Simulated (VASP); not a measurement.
A run of VASP 6.6.1 is set up as follows.

The input INCAR:

```
SYSTEM = RbBr
PREC = Accurate
ENCUT = 520
EDIFF = 1E-6
ISMEAR = 0
SIGMA = 0.01
LREAL = .FALSE.
LASPH = .TRUE.
NELM = 80
ALGO = Normal
ISIF = 2
LWAVE = .FALSE.
LCHARG = .TRUE.
GGA = PE
LELF = .TRUE.
LVHAR = .TRUE.
NBANDS = 15
```

The input KPOINTS:

```
regular mesh
0
G
  4 4 4
  0 0 0
```

File POSCAR:

```
RbBr
1.0
    0.0000000000      3.4608260516      3.5473467028
    3.4608260516      0.0000000000      3.5473467028
    3.4608260516      3.4608260516      0.0000000000
Rb Br
1 1
Direct
    0.0000000000      0.0000000000      0.0000000000
    0.5000000000      0.5000000000      0.5000000000
```

Potentials or basis: VASP PAW PBE potentials, release 64 (Rb_sv, Br).

The run is started by

```console
$ cat potpaw_PBE.64/Rb_sv/POTCAR potpaw_PBE.64/Br/POTCAR > POTCAR
$ mpirun -np 1 vasp_std > vasp.out
```

(1) Estimate the band gap on the k mesh.

(2) What does it give for the pressure?

Answers

(1) 4.22 eV, direct.

(2) 0.2 GPa.

Caveat: the cell differs from its parent crystal (uniaxial z strain +2.5%).
